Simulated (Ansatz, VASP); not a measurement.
Two plane-wave programs on Ir

INCAR

```
PREC = Accurate ; ENCUT = 520
EDIFF = 1E-6 ; ISMEAR = 0
SIGMA = 0.15 ; LREAL = F
LASPH = T ; NELM = 80
ALGO = Fast ; ISIF = 2
LWAVE = F ; LCHARG = F
GGA = PS ; NBANDS = 16
```

Contents of KPOINTS:

```
Automatic mesh
0
Gamma
  21 21 12
```

POSCAR

```
Ir
1.0
    2.7188340441      0.0000000000      0.0000000000
   -1.3594170221      2.3545793509      0.0000000000
    0.0000000000      0.0000000000      4.4080676386
Ir
2
Direct
    0.6666666667      0.3333333333      0.7500000000
    0.3333333333      0.6666666667      0.2500000000
```

Input for Ansatz:

```yaml
crystal:
  lattice:
    - [2.7188340441, 0.0, 0.0]
    - [-1.3594170221, 2.3545793509, 0.0]
    - [0.0, 0.0, 4.4080676386]
  atoms:
    - { symbol: Ir, position: [0.6666666667, 0.3333333333, 0.75] }
    - { symbol: Ir, position: [0.3333333333, 0.6666666667, 0.25] }
basis:
  ecutwfc: 420
kpoints:
  mp_grid: { grid: [21, 21, 12] }
hamiltonian:
  xc: pbesol
  pseudopotentials: { kind: paw, azcp: { folder: soft_1 } }
scf:
  occupations: { method: gaussian, width: 0.15 }
output:
  forces: true
  stress: true
  eigenvalues: true
  write_density: true
  write_potential: true
  elf: true
  volumetric_format: npy
```

Alike in both runs: task single point; functional PBEsol; k mesh 21 × 21 × 12; occupations gaussian, width 0.15 eV; no spin polarisation.

```csv
,VASP,Ansatz
version,VASP 6.6.1,Ansatz 0.2.0
potentials or method,"VASP PAW PBE potentials, release 64 (Ir), cutoff 520 eV","scalar-relativistic, plane waves, PAW"
valence electrons in the cell,18,34
```

VASP gave:

```
gap on the k mesh at the Fermi level (eV)                     : none
pressure (GPa)                                                : 1.1
traceless stress, the component that is largest in VASP (GPa) : 0.30
```

Problem. Estimate Ansatz's values.

Solution. gap on the k mesh at the Fermi level (eV): none; pressure (GPa): 0.1; traceless stress, the component that is largest in VASP (GPa): 0.28.

VASP's potentials were made for PBE, not for PBEsol, and Ansatz warns of the same on its side. A gap of «none» marks a metal or a gap that the smearing closes. With one functional, cell and mesh, what is left measures potentials, basis and numerics. VASP's potentials hold 18 valence electrons a cell and Ansatz's 34, so a difference there can come from the potentials and not from the codes.

Spin-orbit coupling is off throughout.
